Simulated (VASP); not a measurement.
**Mg6O5 (a cell with a defect): single point with PBEsol**

The system is Mg6O5 (a cell with a defect).

```
CELL_PARAMETERS angstrom
5.59086 0.00000 0.00000
0.00000 5.59086 0.00000
0.00000 0.00000 5.59086
ATOMIC_POSITIONS crystal
Mg 0.25000 0.00000 0.50000
Mg 0.00000 0.50000 0.25000
Mg 0.50000 0.75000 0.00000
Mg 0.75000 0.00000 0.50000
Mg 0.00000 0.50000 0.75000
Mg 0.50000 0.25000 0.00000
O 0.50000 0.00000 0.25000
O 0.00000 0.75000 0.50000
O 0.93750 0.43740 0.00000
O 0.50000 0.00000 0.75000
O 0.00000 0.25000 0.50000
```

This cell differs from its parent crystal: atoms taken out, atom 9 moved 0.375 of the way to it and -0.350 Å across, host rigid.

* Program: VASP 6.6.1
* Task: single point
* Functional: PBEsol
* Potentials or basis: VASP PAW PBE potentials, release 64 (Mg_sv, O)
* Cutoff: 620 eV
* k mesh: 4 × 4 × 4
* Occupations: gaussian, width 0.05 eV
* Spin: no spin polarisation

```yaml
Pressure: 14.5 GPa
Largest_force: 15.815 eV/Å
Band_gap_on_the_k_mesh: 0.30 eV
```

Forces on the atoms (eV/Å):
```
Mg   -0.148   0.127   0.000
Mg    3.973   3.104  14.990
Mg   -0.115   0.576   0.000
Mg    0.174   0.220   0.000
Mg    3.973   3.104 -14.990
Mg    0.528  -0.297   0.000
O     0.099  -0.024  -0.212
O    -0.126   0.056   0.000
O    -8.546  -6.790   0.000
O     0.099  -0.024   0.212
O     0.088  -0.052   0.000
```

Stress tensor (GPa, compression positive):
```
 1.09  2.21  0.00
 2.21  3.48  0.00
 0.00  0.00 38.91
```

Levels at points of the mesh, in eV from the valence-band top:
| k point | band 43 | band 44 | band 45 | band 46 | band 47 | band 48 |
| --- | --- | --- | --- | --- | --- | --- |
| (0.00, 0.00, 0.00) | -2.91 | -2.62 | -2.35 | 1.90 | 2.55 | 3.07 |
| (0.50, 0.00, 0.00) | -2.92 | -2.62 | -0.72 | 0.73 | 2.09 | 3.81 |
| (0.00, 0.50, 0.00) | -2.93 | -2.90 | -1.12 | 1.14 | 3.09 | 3.20 |
| (0.00, 0.00, 0.50) | -3.15 | -2.63 | -1.46 | 0.30 | 2.62 | 3.29 |
| (0.50, 0.50, 0.00) | -2.92 | -2.91 | -0.20 | 1.01 | 2.10 | 2.87 |
| (0.00, 0.50, 0.50) | -3.32 | -3.22 | -0.83 | 1.31 | 2.16 | 2.92 |
| (0.50, 0.00, 0.50) | -3.14 | -2.62 | -0.52 | 1.10 | 1.63 | 3.02 |
| (0.50, 0.50, 0.50) | -3.47 | -3.31 | 0.00 | 1.76 | 1.86 | 2.35 |

Run time: 4.4 min on 1 thread of Intel(R) Xeon(R) 6975P-C (Granite Rapids), on a shared host, peak memory 0.46 GiB.

Caveat: the cell differs from its parent crystal (atoms taken out, atom 9 moved 0.375 of the way to it and -0.350 Å across, host rigid); the PAW data sets were made with another functional, which shifts forces and pressure a little.
